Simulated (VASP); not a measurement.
# BaSb7O12 (a cell with a defect) in VASP: electric field gradients with r2SCAN

Aim: the electric field gradients of BaSb7O12 (a cell with a defect) with r2SCAN.

Program: VASP 6.6.1. These are calculated values, not measurements. Logs are shortened: lines on timing, memory, paths and dates and some standing lists are left out, and cuts for length are marked.

## 1. The cell of the first run

The cell holds a defect, 20 atoms: a = 7.877 Å, b = 7.877 Å, c = 7.877 Å, α = 60.00°, β = 60.00°, γ = 60.00°.

## 2. Electric field gradients, r2SCAN, collinear spin

Input file POSCAR:

```
BaSb7O12
1.0
    0.0000000000      5.5700000000      5.5700000000
    5.5700000000      0.0000000000      5.5700000000
    5.5700000000      5.5700000000      0.0000000000
Ba Sb O
1 7 12
Direct
    0.8640863948      0.8640863948      0.8640863948
    0.9020726775      0.3789703859      0.3789703859
    0.8761306792      0.8761306792      0.3564422788
    0.3789703859      0.9020726775      0.3789703859
    0.3564422788      0.8761306792      0.8761306792
    0.3728811460      0.3728811460      0.3728811460
    0.8761306792      0.3564422788      0.8761306792
    0.3789703859      0.3789703859      0.9020726775
    0.8022182073      0.1731329470      0.1731329470
    0.4487711180      0.0660872335      0.4487711180
    0.2747260046      0.7609151062      0.7609151062
    0.0677853820      0.4500748208      0.0677853820
    0.1731329470      0.8022182073      0.1731329470
    0.4487711180      0.4487711180      0.0660872335
    0.7609151062      0.2747260046      0.7609151062
    0.0677853820      0.0677853820      0.4500748208
    0.4500748208      0.0677853820      0.0677853820
    0.1731329470      0.1731329470      0.8022182073
    0.0660872335      0.4487711180      0.4487711180
    0.7609151062      0.7609151062      0.2747260046
```

Input file INCAR.step1:

```
SYSTEM = BaSb7O12
PREC = Accurate
ENCUT = 580
ISMEAR = -1
SIGMA = 0.01
LREAL = Auto
LASPH = .TRUE.
NELM = 200
ISPIN = 2
MAGMOM = 1 0 0 0 0 0 0 0 0 0 0 0 0 0 0 0 0 0 0 0
NBANDS = 114
GGA = PE
ALGO = Normal
EDIFF = 1E-5
LWAVE = .TRUE.
LCHARG = .FALSE.
GGA_COMPAT = .FALSE.
```

Input file INCAR.step2:

```
SYSTEM = BaSb7O12
PREC = Accurate
ENCUT = 580
EDIFF = 1E-7
ISMEAR = -1
SIGMA = 0.01
LREAL = Auto
LASPH = .TRUE.
NELM = 200
ALGO = Normal
ISIF = 2
LWAVE = .FALSE.
LCHARG = .FALSE.
ISPIN = 2
MAGMOM = 1 0 0 0 0 0 0 0 0 0 0 0 0 0 0 0 0 0 0 0
LORBIT = 11
METAGGA = R2SCAN
LMIXTAU = .TRUE.
LEFG = .TRUE.
NBANDS = 114
ISTART = 1
GGA_COMPAT = .FALSE.
```

Input file KPOINTS:

```
regular mesh
0
G
  3 3 3
  0 0 0
```

Potentials or basis: VASP PAW PBE potentials, release 64 (Ba_sv, Sb_d_GW, O).

Started as:

```console
$ cat potpaw_PBE.64/Ba_sv/POTCAR potpaw_PBE.64/Sb_d_GW/POTCAR potpaw_PBE.64/O/POTCAR > POTCAR
$ cp INCAR.step1 INCAR
$ mpirun -np 1 vasp_std > vasp.out
$ cp INCAR.step2 INCAR
$ mpirun -np 1 vasp_std > vasp.out
```

OUTCAR:

```text
SYSTEM = BaSb7O12
   PREC = Accurate
   ENCUT = 580
   EDIFF = 1E-7
   ISMEAR = -1
   LREAL = Auto
   LASPH = .TRUE.
   NELM = 200
   ISIF = 2
   ISPIN = 2
   LORBIT = 11
   METAGGA = R2SCAN
   ISTART = 1

 ion  position               nearest neighbor table
   1  0.864  0.864  0.864-  11 2.68  15 2.68  20 2.68  16 2.81  17 2.81  12 2.81   3 3.91   7 3.91
                             5 3.91   8 3.96   8 3.96   4 3.96   2 3.96   4 3.96   2 3.96   3 3.98
   2  0.902  0.379  0.379-  19 2.00  16 2.05  12 2.05  20 2.46  15 2.46   1 3.96   1 3.96
   3  0.876  0.876  0.356-   9 2.00  13 2.00  20 2.01   1 3.91   1 3.98
   4  0.379  0.902  0.379-  10 2.00  16 2.05  17 2.05  20 2.46  11 2.46   1 3.96   1 3.96
   5  0.356  0.876  0.876-  13 2.00  18 2.00  11 2.01   1 3.91   1 3.98
   6  0.373  0.373  0.373-  10 2.01  14 2.01  19 2.01
   7  0.876  0.356  0.876-   9 2.00  18 2.00  15 2.01   1 3.91   1 3.98
   8  0.379  0.379  0.902-  14 2.00  12 2.05  17 2.05  15 2.46  11 2.46   1 3.96   1 3.96
   9  0.802  0.173  0.173-   7 2.00   3 2.00
  10  0.449  0.066  0.449-   4 2.00   6 2.01
  11  0.275  0.761  0.761-   5 2.01   8 2.46   4 2.46   1 2.68
  12  0.068  0.450  0.068-   2 2.05   8 2.05   1 2.81
  13  0.173  0.802  0.173-   5 2.00   3 2.00
  14  0.449  0.449  0.066-   8 2.00   6 2.01
  15  0.761  0.275  0.761-   7 2.01   8 2.46   2 2.46   1 2.68
  16  0.068  0.068  0.450-   2 2.05   4 2.05   1 2.81
  17  0.450  0.068  0.068-   4 2.05   8 2.05   1 2.81
  18  0.173  0.173  0.802-   5 2.00   7 2.00
  19  0.066  0.449  0.449-   2 2.00   6 2.01
  20  0.761  0.761  0.275-   3 2.01   2 2.46   4 2.46   1 2.68

  LATTYP: Found a face centered cubic cell.
 ALAT       =    11.1400000000

  Lattice vectors:

 A1 = (   0.0000000000,   5.5700000000,   5.5700000000)
 A2 = (   5.5700000000,   0.0000000000,   5.5700000000)
 A3 = (   5.5700000000,   5.5700000000,   0.0000000000)

Analysis of symmetry for initial positions (statically):
=====================================================================
 Subroutine PRICEL returns:
 Original cell was already a primitive cell.

 Routine SETGRP: Setting up the symmetry group for a
 face centered cubic supercell.

 Subroutine GETGRP returns: Found  6 space group operations
[... 1524 lines left out ...]
 POSITION                                       TOTAL-FORCE (eV/Angst)
 -----------------------------------------------------------------------------------
      9.62592      9.62592      9.62592        -0.080170     -0.080170     -0.080170
      4.22173      7.13541      7.13541        -0.118987      0.244888      0.244888
      6.86543      6.86543      9.76010        -0.291439     -0.291439      0.177181
      7.13541      4.22173      7.13541         0.244888     -0.118987      0.244888
      9.76010      6.86543      6.86543         0.177181     -0.291439     -0.291439
      4.15390      4.15390      4.15390        -0.248072     -0.248072     -0.248072
[... 12 lines left out ...]
      4.99931      2.86776      2.86776        -0.370708     -0.048959     -0.048959
      5.76852      5.76852      8.47659         0.274933      0.274933      0.187095
 -----------------------------------------------------------------------------------
    total drift:                                0.008130      0.008130      0.008129

  FREE ENERGIE OF THE ION-ELECTRON SYSTEM (eV)
  ---------------------------------------------------
  free  energy   TOTEN  =      -308.5681020873 eV

  energy  without entropy=     -308.5659378513  energy(sigma->0) =     -308.56701997

 Electric field gradients (V/A^2)
---------------------------------------------------------------------
 ion       V_xx      V_yy      V_zz      V_xy      V_xz      V_yz
---------------------------------------------------------------------
   1       0.000    -0.000     0.000    91.333    91.333    91.333
   2     102.705   -51.353   -51.353    81.796    81.796  -180.649
   3     -39.596   -39.596    79.193  -285.511    99.953    99.953
   4     -51.353   102.705   -51.353    81.796  -180.649    81.796
   5      79.193   -39.596   -39.596    99.953    99.953  -285.511
   6       0.000     0.000     0.000  -190.066  -190.066  -190.066
[... 12 lines left out ...]
  19      -0.368     0.184     0.184     0.264     0.264    99.136
  20      -8.825    -8.825    17.650    -0.520    44.841    44.841
---------------------------------------------------------------------

 Electric field gradients after diagonalization (V/A^2)
 (convention: |V_zz| > |V_xx| > |V_yy|)
----------------------------------------------------------------------
 ion       V_xx      V_yy      V_zz     asymmetry (V_yy - V_xx)/ V_zz
----------------------------------------------------------------------
   1     -91.333   -91.333   182.665       0.000
   2     138.793   129.296  -268.089       0.035
   3     245.915   123.712  -369.627       0.331
   4     138.793   129.296  -268.089       0.035
   5     245.915   123.712  -369.627       0.331
   6     190.066   190.066  -380.133       0.000
[... 12 lines left out ...]
  19     -98.952    -0.370    99.321       0.993
  20     -60.683    -8.305    68.988       0.759
----------------------------------------------------------------------

           NMR quadrupolar parameters

 Cq : quadrupolar parameter    Cq=e*Q*V_zz/h
 eta: asymmetry parameters     (V_yy - V_xx)/ V_zz
 Q  : nuclear electric quadrupole moment in mb (millibarn)
----------------------------------------------------------------------
 ion       Cq(MHz)       eta       Q (mb)
----------------------------------------------------------------------
   1       0.442       0.000       1.000
   2      -0.648       0.035       1.000
   3      -0.894       0.331       1.000
   4      -0.648       0.035       1.000
   5      -0.894       0.331       1.000
   6      -0.919       0.000       1.000
[... 12 lines left out ...]
  19       0.240       0.993       1.000
  20       0.167       0.759       1.000
----------------------------------------------------------------------

 total charge

# of ion       s       p       d       f       tot
--------------------------------------------------
    1        2.015   5.640   0.243   0.000   7.897
    2        1.119   1.039  10.214   0.098  12.470
    3        1.127   1.112  10.204   0.102  12.545
    4        1.119   1.039  10.214   0.098  12.470
    5        1.127   1.112  10.204   0.102  12.545
    6        1.148   1.075  10.194   0.101  12.518
[... 12 lines left out ...]
   19        1.572   3.502   0.000   0.000   5.074
   20        1.580   3.424   0.000   0.000   5.005
--------------------------------------------------
tot         28.779  54.828  71.690   0.702 155.999

 magnetization (x)

# of ion       s       p       d       f       tot
--------------------------------------------------
    1       -0.000  -0.000  -0.002   0.000  -0.002
    2        0.045   0.045   0.004   0.000   0.094
    3        0.000  -0.001   0.001   0.001   0.001
    4        0.045   0.045   0.004   0.000   0.094
    5        0.000  -0.001   0.001   0.001   0.001
    6        0.001  -0.002   0.000   0.000  -0.001
[... 12 lines left out ...]
   19       -0.000   0.002   0.000   0.000   0.002
   20        0.003   0.100   0.000   0.000   0.103
--------------------------------------------------
tot          0.151   0.649   0.012   0.002   0.814
```

Wall time 65 min (1 thread of Intel Xeon 6975P-C (Granite Rapids), shared host); peak memory 1.1 GiB.

Results:

* Free energy: -308.5681 eV
* Pressure: -2.4 GPa
* Largest force: 0.449 eV/Å
* Band gap on the k mesh: zero (filled and empty bands overlap)
* Net moment: 1.00 μB per cell
* Site moments: Ba -0.00; Sb +0.09, +0.00, -0.00 (each value once); O +0.01, +0.00, +0.10, +0.06 (each value once) μB
* Largest electric field gradient by atom: Ba +182.7; Sb -268.1, -369.6, -380.1 (each value once); O +112.2, +99.3, +69.0, +111.0 (each value once) V/Å²
* Valence electrons inside the program's atomic spheres: Ba 7.90; Sb 12.47, 12.54, 12.52 (each value once); O 5.06, 5.07, 5.00, 5.04 (each value once)

Forces on the atoms (eV/Å):
```
Ba  -0.080 -0.080 -0.080
Sb  -0.119  0.245  0.245
Sb  -0.291 -0.291  0.177
Sb   0.245 -0.119  0.245
Sb   0.177 -0.291 -0.291
Sb  -0.248 -0.248 -0.248
Sb  -0.291  0.177 -0.291
Sb   0.245  0.245 -0.119
O   -0.325  0.009  0.009
O   -0.049 -0.371 -0.049
O    0.187  0.275  0.275
O   -0.008  0.418 -0.008
O    0.009 -0.325  0.009
O   -0.049 -0.049 -0.371
O    0.275  0.187  0.275
O   -0.008 -0.008  0.418
O    0.418 -0.008 -0.008
O    0.009  0.009 -0.325
O   -0.371 -0.049 -0.049
O    0.275  0.275  0.187
```

Electric field gradients, principal values (V/Å²):
```csv
atom,least,middle,greatest (by size)
1 Ba,-91.333,-91.333,182.665
2 Sb,129.296,138.793,-268.089
3 Sb,123.712,245.915,-369.627
4 Sb,129.296,138.793,-268.089
5 Sb,123.712,245.915,-369.627
6 Sb,190.066,190.066,-380.133
7 Sb,123.712,245.915,-369.627
8 Sb,129.296,138.793,-268.089
9 O,-18.263,-93.953,112.216
10 O,-0.370,-98.952,99.321
11 O,-8.305,-60.683,68.988
12 O,-19.900,-91.103,111.003
13 O,-18.263,-93.953,112.216
14 O,-0.370,-98.952,99.321
15 O,-8.305,-60.683,68.988
16 O,-19.900,-91.103,111.003
17 O,-19.900,-91.103,111.003
18 O,-18.263,-93.953,112.216
19 O,-0.370,-98.952,99.321
20 O,-8.305,-60.683,68.988
```

Caveat: without QUAD_EFG the Cq values of the log hold for a quadrupole moment of 1 mb, not for the nuclei; the PAW data sets were made with another functional, which shifts forces and pressure a little; spin-orbit coupling is left out, which moves the levels of the heavy elements.
